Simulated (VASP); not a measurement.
Set up this calculation in VASP 6.6.1, as the native input.

| Quantity | Value |
| --- | --- |
| Task | single point |
| Functional | PBEsol |
| Potentials or basis | VASP PAW PBE potentials, release 64 (Ir) |
| Cutoff | 520 eV |
| k mesh | 22 × 22 × 22 |
| Occupations | gaussian, width 0.15 eV |
| Spin | no spin polarisation |
| Dipole correction | no |
| Further INCAR settings | ALGO = Normal; EDIFF = 1e-07; NBANDS = 10 |

The structure of Ir lies in POSCAR:

```
Ir
1.0
    0.0000000000      1.8429120000      2.0732760000
    1.8429120000      0.0000000000      2.0732760000
    1.8429120000      1.8429120000      0.0000000000
Ir
1
Direct
    0.0000000000      0.0000000000      0.0000000000
```

This cell differs from its parent crystal: strain -0.040 along x and y, +0.080 along z.

These files were run (other wordings do the same):

INCAR

```
SYSTEM = Ir
ALGO     = Normal         ! electronic algorithm
EDIFF    = 1E-7           ! SCF threshold, eV
ENCUT    = 520            ! plane-wave cutoff, eV
GGA      = PS             ! functional
ISIF     = 2              ! what is computed and relaxed
ISMEAR   = 0              ! smearing method
LASPH    = .TRUE.         ! aspherical terms in the spheres
LCHARG   = .FALSE.        ! write CHGCAR
LREAL    = .FALSE.        ! projectors in reciprocal space
LWAVE    = .FALSE.        ! write WAVECAR
NBANDS   = 10             ! bands
NELM     = 80             ! most SCF steps
PREC     = Accurate       ! precision mode
SIGMA    = 0.15           ! smearing width, eV
```

KPOINTS

```
k-points
0
G
  22 22 22
  0 0 0
```

Potentials or basis: VASP PAW PBE potentials, release 64 (Ir).

The run is started by

```bash
$ cat potpaw_PBE.64/Ir/POTCAR > POTCAR
$ mpirun -np 1 vasp_std > vasp.out
```

It gave:

| Item | Value |
| --- | --- |
| Pressure | 3.8 GPa |

Caveat: the cell differs from its parent crystal (strain -0.040 along x and y, +0.080 along z); the PAW data sets were made with another functional, which shifts forces and pressure a little.

It took 57 s on 1 thread of Intel(R) Xeon(R) Platinum 8375C CPU @ 2.90GHz (Ice Lake), on a shared host, peak memory 0.25 GiB.
